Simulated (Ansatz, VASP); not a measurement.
**Zn4HO4: VASP beside Ansatz**

The input INCAR:

```
PREC     = Accurate       # precision mode
ENCUT    = 520            # plane-wave cutoff, eV
EDIFF    = 1E-6           # SCF threshold, eV
ISMEAR   = 0              # smearing method
SIGMA    = 0.05           # smearing width, eV
LREAL    = False          # projectors in reciprocal space
LASPH    = True           # aspherical terms in the spheres
NELM     = 100            # most SCF steps
ALGO     = Normal         # electronic algorithm
ISIF     = 2              # what is computed and relaxed
LWAVE    = False          # write WAVECAR
LCHARG   = False          # write CHGCAR
GGA      = PS             # functional
NBANDS   = 46             # bands
```

KPOINTS

```
regular mesh
0
Gamma
  4 4 8
```

Contents of POSCAR:

```
Zn4HO4
1.0
    5.5148137916      0.0000000000      0.0000000000
    0.0000000000      5.5148137916      0.0000000000
    0.0000000000      0.0000000000      3.2430062931
Zn O H
4 4 1
Direct
    0.1820657240      0.1820657240      0.5000000000
    0.8179342760      0.8179342760      0.5000000000
    0.6820657240      0.3179342760      0.0000000000
    0.3179342760      0.6820657240      0.0000000000
    0.8180023132      0.1819976868      0.5000000000
    0.1819976868      0.8180023132      0.5000000000
    0.6819976868      0.6819976868      0.0000000000
    0.3180023132      0.3180023132      0.0000000000
    1.0000405349     -0.4180023132      0.3000000000
```

Input for Ansatz:

```yaml
crystal:
  lattice:
    - [5.5148137916, 0.0, 0.0]
    - [0.0, 5.5148137916, 0.0]
    - [0.0, 0.0, 3.2430062931]
  atoms:
    - { symbol: Zn, position: [0.182065724, 0.182065724, 0.5] }
    - { symbol: Zn, position: [0.817934276, 0.817934276, 0.5] }
    - { symbol: Zn, position: [0.682065724, 0.317934276, 0.0] }
    - { symbol: Zn, position: [0.317934276, 0.682065724, 0.0] }
    - { symbol: O, position: [0.8180023132, 0.1819976868, 0.5] }
    - { symbol: O, position: [0.1819976868, 0.8180023132, 0.5] }
    - { symbol: O, position: [0.6819976868, 0.6819976868, 0.0] }
    - { symbol: O, position: [0.3180023132, 0.3180023132, 0.0] }
    - { symbol: H, position: [1.0000405349, -0.4180023132, 0.3] }
basis:
  ecutwfc: 420
kpoints:
  mp_grid: { grid: [4, 4, 8] }
hamiltonian:
  xc: pbesol
  pseudopotentials: { kind: paw, azcp: { folder: soft_1 } }
scf:
  occupations: { method: gaussian, width: 0.05 }
output:
  forces: true
  stress: true
  eigenvalues: true
```

Alike in both runs: task single point; functional PBEsol; k mesh 4 × 4 × 8; occupations gaussian, width 0.05 eV; no spin polarisation.

```csv
,VASP,Ansatz
version,VASP 6.6.1,Ansatz 0.2.0
potentials or method,"VASP PAW PBE potentials, release 64 (Zn, O, H), cutoff 520 eV","scalar-relativistic, plane waves, PAW"
valence electrons in the cell,73,73
```

```tsv
	VASP	Ansatz	Ansatz less VASP
gap on the k mesh at the Fermi level (eV)	none	none	-
pressure (GPa)	4.7	3.8	-0.87
traceless stress, the component that is largest in VASP (GPa)	-1.19	-1.12	+0.061
rms of the force components (eV/Å)	0.328	0.324	-0.0038
```

VASP's potentials were made for PBE, not for PBEsol, and Ansatz warns of the same on its side. Atom by atom the forces differ by 0.006 eV/Å (rms over components). A gap of «none» marks a metal or a gap that the smearing closes.
